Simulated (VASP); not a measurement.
# ZnAg (Pm-3m) in VASP: a series of runs, part 2 of 2

VASP 6.6.1.

## Step 4: Electric field gradients, LDA (15.40 Å³/atom)

This run uses another cell than the first one, of 15.40 Å³/atom.

INCAR

```
SYSTEM = ZnAg
PREC = Accurate ; ENCUT = 520
EDIFF = 1E-8 ; ISMEAR = -1
SIGMA = 0.03 ; LREAL = .False.
LASPH = .True. ; NELM = 100
ALGO = Normal ; ISIF = 2
LWAVE = .False. ; LCHARG = .False.
LEFG = .True. ; NBANDS = 18
```

KPOINTS

```
Automatic mesh
0
Gamma
  12 12 12
  0 0 0
```

POSCAR

```
ZnAg
1.0
    3.1348181537      0.0000000000      0.0000000000
    0.0000000000      3.1348181537      0.0000000000
    0.0000000000      0.0000000000      3.1348181537
Zn Ag
1 1
Direct
    0.5000000000      0.5000000000      0.5000000000
    0.0000000000      0.0000000000      0.0000000000
```

Potentials or basis: VASP PAW LDA potentials, release 64 (Zn, Ag).

Launch:

```bash
$ cat potpaw_LDA.64/Zn/POTCAR potpaw_LDA.64/Ag/POTCAR > POTCAR
$ mpirun -np 1 vasp_std > vasp.out
```

OUTCAR:

```text
SYSTEM = ZnAg
   PREC = Accurate
   ENCUT = 520
   EDIFF = 1E-8
   ISMEAR = -1
   LREAL = .False.
   LASPH = .True.
   NELM = 100
   ISIF = 2

 ion  position               nearest neighbor table
   1  0.500  0.500  0.500-   2 2.71   2 2.71   2 2.71   2 2.71   2 2.71   2 2.71   2 2.71   2 2.71

   2  0.000  0.000  0.000-   1 2.71   1 2.71   1 2.71   1 2.71   1 2.71   1 2.71   1 2.71   1 2.71

  LATTYP: Found a simple cubic cell.
 ALAT       =     3.1348181537

  Lattice vectors:

 A1 = (   3.1348181537,   0.0000000000,   0.0000000000)
 A2 = (   0.0000000000,   3.1348181537,   0.0000000000)
 A3 = (   0.0000000000,   0.0000000000,   3.1348181537)

Analysis of symmetry for initial positions (statically):
=====================================================================
 Subroutine PRICEL returns:
 Original cell was already a primitive cell.

 Routine SETGRP: Setting up the symmetry group for a
 simple cubic supercell.

[... 692 lines left out ...]
  volume of cell :       30.81
      direct lattice vectors                 reciprocal lattice vectors
     3.134818154  0.000000000  0.000000000     0.318997770  0.000000000  0.000000000
     0.000000000  3.134818154  0.000000000     0.000000000  0.318997770  0.000000000
     0.000000000  0.000000000  3.134818154     0.000000000  0.000000000  0.318997770

 POSITION                                       TOTAL-FORCE (eV/Angst)
 -----------------------------------------------------------------------------------
      1.56741      1.56741      1.56741         0.000000      0.000000      0.000000
      0.00000      0.00000      0.00000         0.000000      0.000000      0.000000
 -----------------------------------------------------------------------------------
    total drift:                                0.000000      0.000000     -0.000000

  FREE ENERGIE OF THE ION-ELECTRON SYSTEM (eV)
  ---------------------------------------------------
  free  energy   TOTEN  =        -5.7599301686 eV

  energy  without entropy=       -5.7587728050  energy(sigma->0) =       -5.75935149

 Electric field gradients (V/A^2)
---------------------------------------------------------------------
 ion       V_xx      V_yy      V_zz      V_xy      V_xz      V_yz
---------------------------------------------------------------------
   1      -0.000     0.000    -0.000    -0.000    -0.000    -0.000
   2      -0.000    -0.000     0.000    -0.000     0.000    -0.000
---------------------------------------------------------------------

 Electric field gradients after diagonalization (V/A^2)
 (convention: |V_zz| > |V_xx| > |V_yy|)
----------------------------------------------------------------------
 ion       V_xx      V_yy      V_zz     asymmetry (V_yy - V_xx)/ V_zz
----------------------------------------------------------------------
   1      -0.000     0.000    -0.000      -1.022
   2      -0.000    -0.000     0.000       0.024
----------------------------------------------------------------------

           NMR quadrupolar parameters

 Cq : quadrupolar parameter    Cq=e*Q*V_zz/h
 eta: asymmetry parameters     (V_yy - V_xx)/ V_zz
 Q  : nuclear electric quadrupole moment in mb (millibarn)
----------------------------------------------------------------------
 ion       Cq(MHz)       eta       Q (mb)
----------------------------------------------------------------------
   1      -0.000      -1.022       1.000
   2       0.000       0.024       1.000
----------------------------------------------------------------------
```

It took 9.8 s on 1 thread of Intel Xeon 6975P-C (Granite Rapids), shared host; peak memory 0.16 GiB.

Results:

```
Free energy                             : -5.7599 eV
Pressure                                : -5.8 GPa
Band gap on the k mesh                  : zero (an odd number of electrons rules out a gap without spin polarisation)
Largest electric field gradient by atom : zero within the noise of the run
```

Levels at points of the mesh, in eV from the Fermi level:
```csv
k point,band 9,band 10,band 11,band 12,band 13,band 14
"(0.00, 0.00, 0.00)",-4.31,-4.31,-4.31,5.36,5.36,5.36
"(0.50, 0.00, 0.00)",-5.15,-5.15,-4.45,-2.59,10.62,10.62
"(0.50, 0.50, 0.00)",-4.51,-3.93,-1.63,-1.63,1.51,2.30
"(0.50, 0.50, 0.50)",-3.90,-3.90,1.67,4.18,4.18,4.18
```

Caveat: the cell stands under tension.

## Step 5: Electric field gradients, LDA

This run uses another cell than the first one, of 15.72 Å³/atom.

INCAR

```
SYSTEM = ZnAg
PREC = Accurate ; ENCUT = 520
EDIFF = 1E-8 ; ISMEAR = -1
SIGMA = 0.03 ; LREAL = .FALSE.
LASPH = .TRUE. ; NELM = 60
ALGO = Normal ; ISIF = 2
LWAVE = .FALSE. ; LCHARG = .FALSE.
GGA = CA ; LEFG = .TRUE.
NBANDS = 18
```

KPOINTS

```
regular mesh
0
G
  12 12 12
  0 0 0
```

POSCAR

```
ZnAg
1.0
    3.1560000000      0.0000000000      0.0000000000
    0.0000000000      3.1560000000      0.0000000000
    0.0000000000      0.0000000000      3.1560000000
Zn Ag
1 1
Direct
    0.5000000000      0.5000000000      0.5000000000
    0.0000000000      0.0000000000      0.0000000000
```

Potentials or basis: VASP PAW LDA potentials, release 64 (Zn, Ag).

Launch:

```bash
$ cat potpaw_LDA.64/Zn/POTCAR potpaw_LDA.64/Ag/POTCAR > POTCAR
$ mpirun -np 1 vasp_std > vasp.out
```

OUTCAR:

```text
SYSTEM = ZnAg
   PREC = Accurate
   ENCUT = 520
   EDIFF = 1E-8
   ISMEAR = -1
   LREAL = .FALSE.
   LASPH = .TRUE.
   NELM = 60
   ISIF = 2
   GGA = CA

 ion  position               nearest neighbor table
   1  0.500  0.500  0.500-   2 2.73   2 2.73   2 2.73   2 2.73   2 2.73   2 2.73   2 2.73   2 2.73

   2  0.000  0.000  0.000-   1 2.73   1 2.73   1 2.73   1 2.73   1 2.73   1 2.73   1 2.73   1 2.73

  LATTYP: Found a simple cubic cell.
 ALAT       =     3.1560000000

  Lattice vectors:

 A1 = (   3.1560000000,   0.0000000000,   0.0000000000)
 A2 = (   0.0000000000,   3.1560000000,   0.0000000000)
 A3 = (   0.0000000000,   0.0000000000,   3.1560000000)

Analysis of symmetry for initial positions (statically):
=====================================================================
 Subroutine PRICEL returns:
 Original cell was already a primitive cell.

 Routine SETGRP: Setting up the symmetry group for a
 simple cubic supercell.

 Subroutine GETGRP returns: Found 48 space group operations
[... 693 lines left out ...]
     3.156000000  0.000000000  0.000000000     0.316856781  0.000000000  0.000000000
     0.000000000  3.156000000  0.000000000     0.000000000  0.316856781  0.000000000
     0.000000000  0.000000000  3.156000000     0.000000000  0.000000000  0.316856781

 POSITION                                       TOTAL-FORCE (eV/Angst)
 -----------------------------------------------------------------------------------
      1.57800      1.57800      1.57800         0.000000      0.000000      0.000000
      0.00000      0.00000      0.00000         0.000000      0.000000      0.000000
 -----------------------------------------------------------------------------------
    total drift:                                0.000000      0.000000     -0.000000

  FREE ENERGIE OF THE ION-ELECTRON SYSTEM (eV)
  ---------------------------------------------------
  free  energy   TOTEN  =        -5.7336400960 eV

  energy  without entropy=       -5.7324339875  energy(sigma->0) =       -5.73303704

 Electric field gradients (V/A^2)
---------------------------------------------------------------------
 ion       V_xx      V_yy      V_zz      V_xy      V_xz      V_yz
---------------------------------------------------------------------
   1       0.000    -0.000     0.000     0.000     0.000     0.000
   2      -0.000    -0.000    -0.000     0.000    -0.000    -0.000
---------------------------------------------------------------------

 Electric field gradients after diagonalization (V/A^2)
 (convention: |V_zz| > |V_xx| > |V_yy|)
----------------------------------------------------------------------
 ion       V_xx      V_yy      V_zz     asymmetry (V_yy - V_xx)/ V_zz
----------------------------------------------------------------------
   1      -0.000     0.000     0.000       0.535
   2      -0.000    -0.000    -0.000      -0.046
----------------------------------------------------------------------

           NMR quadrupolar parameters

 Cq : quadrupolar parameter    Cq=e*Q*V_zz/h
 eta: asymmetry parameters     (V_yy - V_xx)/ V_zz
 Q  : nuclear electric quadrupole moment in mb (millibarn)
----------------------------------------------------------------------
 ion       Cq(MHz)       eta       Q (mb)
----------------------------------------------------------------------
   1       0.000       0.535       1.000
   2      -0.000      -0.046       1.000
----------------------------------------------------------------------
```

OSZICAR:

```text
N       E                     dE             d eps       ncg     rms          rms(c)
DAV:   1     0.124718463767E+03    0.12472E+03   -0.11424E+04  3096   0.164E+03
DAV:   2    -0.160834008316E+01   -0.12633E+03   -0.12147E+03  3078   0.306E+02
DAV:   3    -0.622119219148E+01   -0.46129E+01   -0.45861E+01  3300   0.661E+01
DAV:   4    -0.625830783354E+01   -0.37116E-01   -0.37106E-01  3284   0.527E+00
DAV:   5    -0.625870671433E+01   -0.39888E-03   -0.39888E-03  3246   0.566E-01    0.652E+00
DAV:   6    -0.576943179144E+01    0.48927E+00   -0.17919E+00  3190   0.166E+01    0.430E+00
DAV:   7    -0.574566476210E+01    0.23767E-01   -0.29514E-02  3776   0.373E+00    0.240E+00
DAV:   8    -0.573370771033E+01    0.11957E-01   -0.83298E-03  3112   0.944E-01    0.134E-01
DAV:   9    -0.573364195233E+01    0.65758E-04   -0.21235E-04  4118   0.253E-01    0.508E-02
DAV:  10    -0.573364139708E+01    0.55526E-06   -0.36911E-05  3762   0.702E-02    0.118E-02
DAV:  11    -0.573364007219E+01    0.13249E-05   -0.65354E-06  3406   0.395E-02    0.308E-03
DAV:  12    -0.573364010427E+01   -0.32079E-07   -0.15371E-07  3512   0.112E-02    0.860E-04
DAV:  13    -0.573364009604E+01    0.82296E-08   -0.37933E-08  2666   0.472E-03
   1 F= -.57336401E+01 E0= -.57330370E+01  d E =-.120611E-02
```

Wall time 10 s (1 thread of Intel Xeon 6975P-C (Granite Rapids), shared host); peak memory 0.16 GiB.

What came out:

```
Free energy                             : -5.7336 eV
Pressure                                : -7.7 GPa
Band gap on the k mesh                  : zero (an odd number of electrons rules out a gap without spin polarisation)
Largest electric field gradient by atom : zero within the noise of the run
```

Levels at points of the mesh, in eV from the Fermi level:
| k point | band 8 | band 9 | band 10 | band 11 | band 12 | band 13 | band 14 | band 15 | band 16 | band 17 |
| --- | --- | --- | --- | --- | --- | --- | --- | --- | --- | --- |
| (0.00, 0.00, 0.00) | -5.43 | -4.28 | -4.28 | -4.28 | 5.31 | 5.31 | 5.31 | 10.17 | 11.24 | 11.24 |
| (0.50, 0.00, 0.00) | -5.18 | -5.08 | -5.08 | -4.41 | -2.58 | 10.45 | 10.45 | 11.07 | 11.42 | 11.42 |
| (0.50, 0.50, 0.00) | -4.48 | -4.48 | -3.91 | -1.56 | -1.56 | 1.41 | 2.22 | 10.70 | 13.26 | 13.26 |
| (0.50, 0.50, 0.50) | -6.16 | -3.88 | -3.88 | 1.58 | 4.14 | 4.14 | 4.14 | 4.79 | 4.79 | 4.79 |

Caveat: the cell stands under tension.

## Step 6: The runs side by side

| cell | gap on the mesh (eV) | pressure (GPa) |
| --- | --- | --- |
| a = 3.092 Å, 2 atoms | none | -1.2 |
| a = 3.135 Å, 2 atoms | none | -5.8 |
| a = 3.156 Å, 2 atoms | none | -7.7 |

Alike in all rows: task electric field gradients; level LDA; potentials or basis VASP PAW LDA potentials, release 64 (Zn, Ag); no spin polarisation; k mesh 12 × 12 × 12; cutoff (eV) 520; smearing fermi-dirac 0.03 eV.

Caveats: the cell stands under tension (at least some runs).

Total energies depend on the potentials used, so only differences within one code and one set of settings carry meaning.
